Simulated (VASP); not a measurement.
# NiHg4 (Im-3m) in VASP: notebook

The runs below take NiHg4 through single point, relaxation of cell and atoms, with LDA.

All numbers are computed with VASP 6.6.1; they aren't measurements. Logs are shortened: lines on timing, memory, paths and dates and some standing lists are left out, and cuts for length are marked.

### 1 The cell of the first run

It takes space group Im-3m (No. 229, cubic). Conventional cell: a = 5.934 Å, b = 5.934 Å, c = 5.934 Å, α = 90.00°, β = 90.00°, γ = 90.00°. Within 3.4 Å of Ni (site symmetry m-3m) lie 8 Hg at 2.57 Å. Hg (site symmetry -3m) has 2 Ni at 2.57 Å and 6 Hg at 2.97 Å within 3.4 Å.

### 2 Single point, LDA

Input file INCAR:

```
PREC     = Accurate       # precision mode
ENCUT    = 590            # plane-wave cutoff, eV
EDIFF    = 1E-6           # SCF threshold, eV
ISMEAR   = 0              # smearing method
SIGMA    = 0.1            # smearing width, eV
LREAL    = False          # projectors in reciprocal space
LASPH    = True           # aspherical terms in the spheres
NELM     = 120            # most SCF steps
ALGO     = Normal         # electronic algorithm
ISIF     = 2              # what is computed and relaxed
LWAVE    = False          # write WAVECAR
LCHARG   = False          # write CHGCAR
NBANDS   = 57             # bands
GGA_COMPAT= False
```

Input file KPOINTS:

```
regular mesh
0
Gamma
  8 8 8
```

Input file POSCAR:

```
NiHg4
1.0
   -2.9670422198      2.9670422198      2.9670422198
    2.9670422198     -2.9670422198      2.9670422198
    2.9670422198      2.9670422198     -2.9670422198
Ni Hg
1 4
Direct
    0.0000000000      0.0000000000      0.0000000000
    0.0000000000      0.0000000000      0.5000000000
    0.5000000000      0.0000000000      0.0000000000
    0.5000000000      0.5000000000      0.5000000000
    0.0000000000      0.5000000000      0.0000000000
```

Potentials or basis: VASP PAW LDA potentials, release 64 (Ni_sv_GW, Hg_sv_GW).

Launch:

```sh
$ cat potpaw_LDA.64/Ni_sv_GW/POTCAR potpaw_LDA.64/Hg_sv_GW/POTCAR > POTCAR
$ mpirun -np 1 vasp_std > vasp.out
```

OUTCAR:

```text
PREC = Accurate
   ENCUT = 590
   EDIFF = 1E-6
   ISMEAR = 0
   LREAL = False
   LASPH = True
   NELM = 120
   ISIF = 2

 ion  position               nearest neighbor table
   1  0.000  0.000  0.000-   2 2.57   3 2.57   4 2.57   5 2.57   2 2.57   5 2.57   3 2.57   4 2.57

   2  0.000  0.000  0.500-   1 2.57   1 2.57   4 2.97   5 2.97   3 2.97   5 2.97   3 2.97   4 2.97

   3  0.500  0.000  0.000-   1 2.57   1 2.57   4 2.97   5 2.97   4 2.97   2 2.97   2 2.97   5 2.97

   4  0.500  0.500  0.500-   1 2.57   1 2.57   3 2.97   5 2.97   3 2.97   5 2.97   2 2.97   2 2.97

   5  0.000  0.500  0.000-   1 2.57   1 2.57   3 2.97   4 2.97   2 2.97   2 2.97   4 2.97   3 2.97

  LATTYP: Found a body centered cubic cell.
 ALAT       =     5.9340844396

  Lattice vectors:

 A1 = (  -2.9670422198,   2.9670422198,   2.9670422198)
 A2 = (   2.9670422198,  -2.9670422198,   2.9670422198)
 A3 = (   2.9670422198,   2.9670422198,  -2.9670422198)

Analysis of symmetry for initial positions (statically):
=====================================================================
 Subroutine PRICEL returns:
 Original cell was already a primitive cell.

 Routine SETGRP: Setting up the symmetry group for a
 body centered cubic supercell.

 Subroutine GETGRP returns: Found 48 space group operations
 (whereof 48 operations were pure point group operations)
 out of a pool of 48 trial point group operations.

The static configuration has the point symmetry O_h .

Analysis of symmetry for dynamics (positions and initial velocities):
=====================================================================
 Subroutine PRICEL returns:
 Original cell was already a primitive cell.

 Routine SETGRP: Setting up the symmetry group for a
 body centered cubic supercell.

 Subroutine GETGRP returns: Found 48 space group operations
 (whereof 48 operations were pure point group operations)
 out of a pool of 48 trial point group operations.

The dynamic configuration has the point symmetry O_h .

 Subroutine INISYM returns: Found 48 space group operations
 (whereof 48 operations are pure point group operations),
 and found     1 'primitive' translations

----------------------------------------------------------------------------------------

                                     Primitive cell

  volume of cell :     104.4795

  direct lattice vectors                    reciprocal lattice vectors
    -2.967042220  2.967042220  2.967042220     0.000000000  0.168517993  0.168517993
     2.967042220 -2.967042220  2.967042220     0.168517993  0.000000000  0.168517993
     2.967042220  2.967042220 -2.967042220     0.168517993  0.168517993  0.000000000

  length of vectors
     5.139067873  5.139067873  5.139067873     0.238320431  0.238320431  0.238320431

  position of ions in fractional coordinates (direct lattice)
     0.000000000  0.000000000  0.000000000
     0.000000000  0.000000000  0.500000000
     0.500000000  0.000000000  0.000000000
     0.500000000  0.500000000  0.500000000
     0.000000000  0.500000000  0.000000000

  ion indices of the primitive-cell ions
   primitive index   ion index
                 1           1
                 2           2
                 3           3
                 4           4
                 5           5

----------------------------------------------------------------------------------------

 KPOINTS: regular mesh

Automatic generation of k-mesh.
 Grid dimensions read from file:
 generate k-points for:    8    8    8

 Generating k-lattice:

  Cartesian coordinates                     Fractional coordinates (reciprocal lattice)
     0.000000000  0.021064749  0.021064749     0.125000000  0.000000000  0.000000000
     0.021064749  0.000000000  0.021064749     0.000000000  0.125000000  0.000000000
     0.021064749  0.021064749  0.000000000     0.000000000  0.000000000  0.125000000

  Length of vectors
     0.029790054  0.029790054  0.029790054

  Shift w.r.t. Gamma in fractional coordinates (k-lattice)
     0.000000000  0.000000000  0.000000000

 Subroutine IBZKPT returns following result:
 ===========================================

 Found     29 irreducible k-points:

 Following reciprocal coordinates:
            Coordinates               Weight
  0.000000  0.000000  0.000000      1.000000
  0.125000  0.000000  0.000000     12.000000
  0.250000  0.000000  0.000000     12.000000
  0.375000  0.000000  0.000000     12.000000
  0.500000  0.000000  0.000000      6.000000
  0.125000  0.125000  0.000000     24.000000
[... 16 lines left out ...]
 -0.250000  0.250000  0.250000      6.000000
 -0.375000  0.375000  0.250000     24.000000
 [... further k-points ...]
   k-points           NKPTS =     29   k-points in BZ     NKDIM =     29   number of bands    NBANDS=     57
   number of dos      NEDOS =    301   number of ions     NIONS =      5
   total plane-waves  NPLWV =  74088
   dimension x,y,z NGX =    42 NGY =   42 NGZ =   42
   dimension x,y,z NGXF=    84 NGYF=   84 NGZF=   84
   ions per type =               1   4
   NGX,Y,Z   is equivalent  to a cutoff of  13.59, 13.59, 13.59 a.u.
   NGXF,Y,Z  is equivalent  to a cutoff of  27.17, 27.17, 27.17 a.u.
 SYSTEM =  unknown system
   PREC   = accura    normal or accurate (medium, high low for compatibility)
   ISTART =      0    job   : 0-new  1-cont  2-samecut
   ICHARG =      2    charge: 1-file 2-atom 10-const
   ISPIN  =      1    spin polarized calculation?
   LNONCOLLINEAR =      F non collinear calculations
   LSORBIT =      F    spin-orbit coupling
   LASPH  =      T    aspherical Exc in radial PAW
   ENCUT  =  590.0 eV  43.36 Ry    6.59 a.u.  10.18 10.18 10.18*2*pi/ulx,y,z
   NELM   =    120;   NELMIN=  2; NELMDL= -5     # of ELM steps
   EDIFF  = 0.1E-05   stopping-criterion for ELM
   LREAL  =      F    real-space projection
   EDIFFG = 0.1E-04   stopping-criterion for IOM
   NSW    =      0    number of steps for IOM
   IBRION =     -1    ionic relax: 0-MD 1-quasi-New 2-CG
   NFREE  =      0    steps in history (QN), initial steepest desc. (CG)
   ISIF   =      2    stress and relaxation
   ISYM   =      2    0-nonsym 1-usesym 2-fastsym
   POTIM  = 0.5000    time-step for ionic-motion
   TEBEG  =    0.0;   TEEND  =   0.0 temperature during run
   PSTRESS=    0.0 pullay stress
   NELECT =      98.0000    total number of electrons
   NUPDOWN=      -1.0000    fix difference up-down
   EMIN   =  10.00;   EMAX   =-10.00  energy-range for DOS
   EFERMI =   0.00;   METHOD = LEGACY
   ISMEAR =     0;   SIGMA  =   0.10  broadening in eV -4-tet -1-fermi 0-gaus
   EFERMI_NEDOS =   21; number of points for ismear=-14 and -15
   IALGO  =     38    algorithm
   IMIX   =      4    mixing-type and parameters
     AMIX     =   0.40;   BMIX     =  1.00
     AMIX_MAG =   1.60;   BMIX_MAG =  1.00
  volume/ion in A,a.u.               =      20.90       141.01
  Fermi-wavevector in a.u.,A,eV,Ry     =   1.602531  3.028345 34.941202  2.568106
  Thomas-Fermi vector in A             =   2.699337
   LORBIT       =      0    0 simple, 1 ext, 2 COOP (PROOUT), +10 PAW based schemes
   GGA     = CA    functional components
   LHFCALC =     F    Hartree Fock is set to
   AEXX    =    0.0000 exact exchange contribution
   IVDW    =     0    specifies the selected vdW correction
   LEPSILON=     F    determine dielectric tensor
   LRPA    =     F    only Hartree local field effects (RPA)
 non-spin polarized calculation
 Gauss-broadening in eV      SIGMA  =   0.10
  energy-cutoff  :      590.00
  volume of cell :      104.48
 maximum number of plane-waves:      3463
 NGX is ok and might be reduce to    42
   NGX = 21   NGY = 21   NGZ = 21

 number of electron      98.0000047 magnetization

 Free energy of the ion-electron system (eV)
  ---------------------------------------------------
  ext. energy  EPLUGINS =         0.00000000
  ---------------------------------------------------
  free energy    TOTEN  =       -11.62819561 eV

  energy without entropy =      -11.62323113  energy(sigma->0) =      -11.62571337

 E-fermi :   5.9279     XC(G=0): -11.8951

 val. band max:        5.9163510865   @ k =  -0.2500   0.2500   0.2500
 cond. band min:       5.9914618032   @ k =  -0.3750   0.3750   0.2500
 fundamental gap:      0.0751107167
 Fermi energy:         5.9278761427

 k-point     1 :       0.0000    0.0000    0.0000
  band No.  band energies     occupation
      1    -108.7038      2.00000
      2    -108.7006      2.00000
      3    -108.7006      2.00000
      4    -108.7006      2.00000
      5     -95.7939      2.00000
      6     -57.3593      2.00000
[... 49 lines left out ...]
     56      11.9774      0.00000
     57      13.3205      0.00000

 k-point     2 :       0.1250    0.0000    0.0000
  band No.  band energies     occupation
      1    -108.7036      2.00000
      2    -108.7007      2.00000
      3    -108.7005      2.00000
      4    -108.7005      2.00000
      5     -95.7936      2.00000
      6     -57.3584      2.00000
[... 49 lines left out ...]
     56      12.3406      0.00000
     57      13.6531      0.00000

 k-point     3 :       0.2500    0.0000    0.0000
  band No.  band energies     occupation
      1    -108.7033      2.00000
      2    -108.7010      2.00000
      3    -108.7005      2.00000
      4    -108.7005      2.00000
      5     -95.7935      2.00000
      6     -57.3564      2.00000
[... 1194 lines left out ...]
      1    -108.7029      2.00000
      2    -108.7013      2.00000
      3    -108.7013      2.00000
      4    -108.6997      2.00000
      5     -95.7935      2.00000
      6     -57.3553      2.00000
[... 49 lines left out ...]
     56      13.4826      0.00000
     57      13.4938      0.00000

 k-point    24 :      -0.3750    0.3750    0.2500
  band No.  band energies     occupation
      1    -108.7026      2.00000
      2    -108.7017      2.00000
      3    -108.7016      2.00000
      4    -108.6995      2.00000
      5     -95.7934      2.00000
      6     -57.3536      2.00000
[... 49 lines left out ...]
     56      14.8676      0.00000
     57      15.6013      0.00000

 [... further k-points ...]

------------------------ aborting loop because EDIFF is reached ----------------------------------------

  FORCE on cell =-STRESS in cart. coord.  units (eV):
  Direction    XX          YY          ZZ          XY          YZ          ZX
  --------------------------------------------------------------------------------------
  -------------------------------------------------------------------------------------
  Total       -0.0296682     -0.0296682     -0.0296682      0.0000000      0.0000000     -0.0000000
  in kB       -0.4549565     -0.4549565     -0.4549565      0.0000000      0.0000000     -0.0000000
  external PRESSURE =      -0.4549565 kB  Pullay stress =       0.0000000 kB

 VOLUME and BASIS-vectors are now :
 -----------------------------------------------------------------------------
  energy-cutoff  :      590.00
  volume of cell :      104.48
      direct lattice vectors                 reciprocal lattice vectors
    -2.967042220  2.967042220  2.967042220     0.000000000  0.168517993  0.168517993
     2.967042220 -2.967042220  2.967042220     0.168517993  0.000000000  0.168517993
     2.967042220  2.967042220 -2.967042220     0.168517993  0.168517993  0.000000000

 POSITION                                       TOTAL-FORCE (eV/Angst)
 -----------------------------------------------------------------------------------
      0.00000      0.00000      0.00000        -0.000000      0.000000     -0.000000
      1.48352      1.48352     -1.48352        -0.000000     -0.000000     -0.000000
     -1.48352      1.48352      1.48352         0.000000      0.000000     -0.000000
      1.48352      1.48352      1.48352         0.000000      0.000000      0.000000
      1.48352     -1.48352      1.48352         0.000000     -0.000000     -0.000000
 -----------------------------------------------------------------------------------
    total drift:                               -0.000000     -0.000000      0.000000

  FREE ENERGIE OF THE ION-ELECTRON SYSTEM (eV)
  ---------------------------------------------------
  free  energy   TOTEN  =       -11.6281956134 eV

  energy  without entropy=      -11.6232311267  energy(sigma->0) =      -11.62571337
```

Run time: 4.9 min. Hardware: 1 thread of Intel Xeon Platinum 8488C (Sapphire Rapids), shared host; peak memory 0.35 GiB.

What came out:

```
Free energy            : -11.6282 eV
Pressure               : 0.0 GPa
Band gap on the k mesh : zero (bands 49 and 50 overlap by 0.81 eV)
```

Levels at points of the mesh, in eV from the Fermi level:
| k point | band 47 | band 48 | band 49 | band 50 | band 51 | band 52 |
| --- | --- | --- | --- | --- | --- | --- |
| (0.00, 0.00, 0.00) | -0.02 | -0.02 | -0.02 | 1.24 | 1.24 | 1.24 |
| (0.50, 0.00, 0.00) | -1.29 | -1.26 | 0.28 | 0.43 | 1.20 | 4.02 |
| (0.50, 0.50, 0.50) | -1.96 | -1.96 | -1.96 | -0.52 | -0.52 | 4.73 |

Caveat: spin-orbit coupling is left out, which moves the levels of the heavy elements. Spin polarisation is off, so any magnetic state and its effect on volume and gap are missing.

### 3 Relaxation of cell and atoms, LDA

This run uses another cell than the first one, of 23.49 Å³/atom.

Input file INCAR:

```
PREC = Accurate
ENCUT = 590
EDIFF = 1E-7
ISMEAR = 0
SIGMA = 0.1
LREAL = False
LASPH = True
NELM = 120
ALGO = Normal
ISIF = 3
LWAVE = False
LCHARG = False
IBRION = 2
NSW = 70
EDIFFG = -0.005
GGA_COMPAT = False
NELMIN = 4
```

KPOINTS is that of step 2.

Changes to POSCAR since step 2:

```diff
@@ -2,5 +2,5 @@
 1.0
-   -2.9670422198      2.9670422198      2.9670422198
-    2.9670422198     -2.9670422198      2.9670422198
-    2.9670422198      2.9670422198     -2.9670422198
+   -3.0849309194      3.0849309194      3.0849309194
+    3.0849309194     -3.0849309194      3.0849309194
+    3.0849309194      3.0849309194     -3.0849309194
 Ni Hg
```

Potentials or basis: VASP PAW LDA potentials, release 64 (Ni_sv_GW, Hg_sv_GW).

Launch:

```sh
$ cat potpaw_LDA.64/Ni_sv_GW/POTCAR potpaw_LDA.64/Hg_sv_GW/POTCAR > POTCAR
$ mpirun -np 1 vasp_std > vasp.out
```

OUTCAR:

```text
PREC = Accurate
   ENCUT = 590
   EDIFF = 1E-7
   ISMEAR = 0
   LREAL = False
   LASPH = True
   NELM = 120
   ISIF = 3
   IBRION = 2
   NSW = 70
   EDIFFG = -0.005
   NELMIN = 4

 ion  position               nearest neighbor table
   1  0.000  0.000  0.000-   2 2.67   3 2.67   4 2.67   5 2.67   2 2.67   5 2.67   3 2.67   4 2.67

   2  0.000  0.000  0.500-   1 2.67   1 2.67   4 3.08   5 3.08   3 3.08   5 3.08   3 3.08   4 3.08

   3  0.500  0.000  0.000-   1 2.67   1 2.67   4 3.08   5 3.08   4 3.08   2 3.08   2 3.08   5 3.08

   4  0.500  0.500  0.500-   1 2.67   1 2.67   3 3.08   5 3.08   3 3.08   5 3.08   2 3.08   2 3.08

   5  0.000  0.500  0.000-   1 2.67   1 2.67   3 3.08   4 3.08   2 3.08   2 3.08   4 3.08   3 3.08

  LATTYP: Found a body centered cubic cell.
 ALAT       =     6.1698618388

  Lattice vectors:

 A1 = (  -3.0849309194,   3.0849309194,   3.0849309194)
 A2 = (   3.0849309194,  -3.0849309194,   3.0849309194)
 A3 = (   3.0849309194,   3.0849309194,  -3.0849309194)

Analysis of symmetry for initial positions (statically):
=====================================================================
 Subroutine PRICEL returns:
 Original cell was already a primitive cell.

 Routine SETGRP: Setting up the symmetry group for a
 body centered cubic supercell.

 Subroutine GETGRP returns: Found 48 space group operations
 (whereof 48 operations were pure point group operations)
 out of a pool of 48 trial point group operations.
[... 153 lines left out ...]
 non-spin polarized calculation
 Gauss-broadening in eV      SIGMA  =   0.10
  energy-cutoff  :      590.00
  volume of cell :      117.43
 maximum number of plane-waves:      3884
   NGX = 21   NGY = 21   NGZ = 21

--------------------------------------- Ionic step        1  -------------------------------------------

 number of electron      98.0000018 magnetization

 Free energy of the ion-electron system (eV)
  ---------------------------------------------------
  ext. energy  EPLUGINS =         0.00000000
  ---------------------------------------------------
  free energy    TOTEN  =       -11.32501915 eV

  energy without entropy =      -11.31933230  energy(sigma->0) =      -11.32217572

 E-fermi :   4.8202     XC(G=0): -11.2251

 val. band max:        4.7033917059   @ k =   0.5000   0.5000   0.3750
 cond. band min:       4.8549058455   @ k =   0.0000   0.0000   0.0000
 fundamental gap:      0.1515141396
 Fermi energy:         4.8201853195

 k-point     1 :       0.0000    0.0000    0.0000
  band No.  band energies     occupation
      1    -109.7214      2.00000
      2    -109.7197      2.00000
      3    -109.7197      2.00000
      4    -109.7197      2.00000
      5     -96.8873      2.00000
      6     -58.3507      2.00000
[... 1532 lines left out ...]
--------------------------------------- Ionic step        3  -------------------------------------------

 number of electron      98.0000046 magnetization

 Free energy of the ion-electron system (eV)
  ---------------------------------------------------
  ext. energy  EPLUGINS =         0.00000000
  ---------------------------------------------------
  free energy    TOTEN  =       -11.66406026 eV

  energy without entropy =      -11.65908871  energy(sigma->0) =      -11.66157449

 E-fermi :   5.9120     XC(G=0): -11.8863

 val. band max:        5.9013699230   @ k =  -0.2500   0.2500   0.2500
 cond. band min:       5.9754950299   @ k =  -0.3750   0.3750   0.2500
 fundamental gap:      0.0741251069
 Fermi energy:         5.9120431831

 k-point     1 :       0.0000    0.0000    0.0000
  band No.  band energies     occupation
      1    -108.7177      2.00000
      2    -108.7146      2.00000
      3    -108.7146      2.00000
      4    -108.7146      2.00000
      5     -95.8143      2.00000
      6     -57.3730      2.00000
[... 1487 lines left out ...]
  FREE ENERGIE OF THE ION-ELECTRON SYSTEM (eV)
  ---------------------------------------------------
  free  energy   TOTEN  =       -11.6640602639 eV

  energy  without entropy=      -11.6590887119  energy(sigma->0) =      -11.66157449

 reached required accuracy - stopping structural energy minimisation
```

Wall time 9.9 min (1 thread of Intel Xeon 6975P-C (Granite Rapids), shared host); peak memory 0.38 GiB.

What came out:

```
Free energy                           : -11.6641 eV
Relaxed volume                        : 20.93 Å³/atom
Relaxed cell                          : a = 5.142 Å, b = 5.142 Å, c = 5.142 Å, α = 109.47°, β = 109.47°, γ = 109.47°
Space group after relaxing (to 0.1 Å) : Im-3m (No. 229)
Energy gained by relaxing             : 67.8 meV/atom
Ionic steps                           : 3
Pressure after relaxing               : 0.0 GPa
Band gap on the k mesh                : zero (bands 49 and 50 overlap by 0.81 eV)
```

The path:
```csv
step,energy change (eV),largest force (eV/Å),pressure (GPa),volume (Å³)
1,0.0000,0.0000,-7.41,117.43
2,-0.2740,0.0000,4.74,99.93
3,-0.3390,0.0000,-0.01,104.63
```

Final structure:
```
Ni Hg
1.0
    -2.96851    2.96851    2.96851
     2.96851   -2.96851    2.96851
     2.96851    2.96851   -2.96851
Ni Hg
1 4
Direct
  0.00000 0.00000 0.00000
  0.00000 0.00000 0.50000
  0.50000 0.00000 0.00000
  0.50000 0.50000 0.50000
  0.00000 0.50000 0.00000
```

Caveat: spin-orbit coupling is left out, which moves the levels of the heavy elements. Spin polarisation is off, so any magnetic state and its effect on volume and gap are missing.
